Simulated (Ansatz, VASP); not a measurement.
# Two plane-wave programs on Sc2BeSb2

```
Sc Be Sb
1.0
    -2.04429    2.04429    7.40276
     2.04429   -2.04429    7.40276
     2.04429    2.04429   -7.40276
Sc Be Sb
2 1 2
Direct
  0.59946 0.59946 0.00000
  0.40054 0.40054 0.00000
  0.00000 0.00000 0.00000
  0.25000 0.75000 0.50000
  0.75000 0.25000 0.50000
```

Alike in both runs: functional PBE; k mesh 6 × 6 × 6; occupations gaussian, width 0.1 eV; no spin polarisation.

Ansatz relaxed the structure, and its values are those at the end. VASP's run is a single point on that final structure, the one shown.

```csv
,VASP,Ansatz
version,VASP 6.6.1,Ansatz 0.2.0
potentials or method,"VASP PAW PBE potentials, release 64 (Sc_sv, Be, Sb), cutoff 520 eV","scalar-relativistic, plane waves, PAW"
valence electrons in the cell,34,54
```

Ansatz gave:

* gap on the k mesh at the Fermi level (eV): none
* pressure (GPa): 0.2
* rms of the force components (eV/Å): 0.004

Problem. Estimate VASP's values.

Solution. gap on the k mesh at the Fermi level (eV): none; pressure (GPa): 0.3; rms of the force components (eV/Å): 0.004.

A gap of «none» marks a metal or a gap that the smearing closes. VASP's potentials hold 34 valence electrons a cell and Ansatz's 54, so a difference there can come from the potentials and not from the codes.

The k mesh is coarse, so the values compare programs but aren't converged. Spin-orbit coupling is off throughout.
